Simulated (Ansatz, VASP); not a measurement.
## BaF2: VASP beside Ansatz

File INCAR:

```
PREC = Accurate
ENCUT = 600
EDIFF = 1E-6
ISMEAR = 0
SIGMA = 0.02
LREAL = False
LASPH = True
NELM = 120
ALGO = Normal
ISIF = 2
LWAVE = False
LCHARG = False
GGA = PE
NBANDS = 19
GGA_COMPAT = False
```

The input KPOINTS:

```
regular mesh
0
Gamma
  6 6 6
```

File POSCAR:

```
BaF2
1.0
    0.0000000000      3.0914533337      3.0914533337
    3.0914533337      0.0000000000      3.0914533337
    3.0914533337      3.0914533337      0.0000000000
Ba F
1 2
Direct
    0.0000000000      0.0000000000      0.0000000000
    0.2500000000      0.2500000000      0.2500000000
    0.7500000000      0.7500000000      0.7500000000
```

Input for Ansatz:

```yaml
crystal:
  lattice:
    - [0.0, 3.0914533337, 3.0914533337]
    - [3.0914533337, 0.0, 3.0914533337]
    - [3.0914533337, 3.0914533337, 0.0]
  atoms:
    - { symbol: Ba, position: [0.0, 0.0, 0.0] }
    - { symbol: F, position: [0.25, 0.25, 0.25] }
    - { symbol: F, position: [0.75, 0.75, 0.75] }
basis:
  ecutwfc: 420
kpoints:
  mp_grid: { grid: [6, 6, 6] }
hamiltonian:
  xc: pbe
scf:
  occupations: { method: gaussian, width: 0.02 }
output:
  forces: true
  stress: true
  eigenvalues: true
```

Alike in both runs: task single point; functional PBE; k mesh 6 × 6 × 6; occupations gaussian, width 0.02 eV; no spin polarisation.

|  | VASP | Ansatz |
| --- | --- | --- |
| version | VASP 6.6.1 | Ansatz 0.2.0 |
| potentials or method | VASP PAW PBE potentials, release 64 (Ba_sv, F), cutoff 600 eV | scalar-relativistic, plane waves, PAW |
| valence electrons in the cell | 24 | 24 |

```csv
,VASP,Ansatz,Ansatz less VASP
gap on the k mesh at the Fermi level (eV),6.81,6.89,+0.075
least direct gap on the mesh (eV),6.88,6.97,+0.086
pressure (GPa),2.8,1.8,-1.05
```

Spin-orbit coupling is off throughout.
